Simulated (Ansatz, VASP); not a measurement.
Ge in VASP and in Ansatz

```xyz
2
Lattice="0.0000 2.8378 2.8378 2.8378 0.0000 2.8378 2.8378 2.8378 0.0000" Properties=species:S:1:pos:R:3 pbc="T T T"
Ge    2.8378    2.8378    2.8378
Ge    4.2567    4.2567    4.2567
```

Alike in both runs: functional r2SCAN; k mesh 14 × 14 × 14; occupations fermi-dirac, width 0.1 eV; no spin polarisation.

Ansatz relaxed the structure, and its values are those at the end. VASP's run is a single point on that final structure, the one shown.

|  | VASP | Ansatz |
| --- | --- | --- |
| version | VASP 6.6.1 | Ansatz 0.2.0 |
| potentials or method | VASP PAW PBE potentials, release 64 (Ge_d) | PAW with Ansatz's default frozen-core files, scalar-relativistic |
| plane-wave cutoff (eV) | 520 | 500 |
| valence electrons in the cell | 28 | 28 |

|  | VASP | Ansatz | Ansatz less VASP |
| --- | --- | --- | --- |
| pressure (GPa) | 0.1 | 0.0 | -0.05 |

VASP's potentials were made for PBE, not for r2SCAN. With one functional, cell and mesh, what is left measures potentials, basis and numerics.
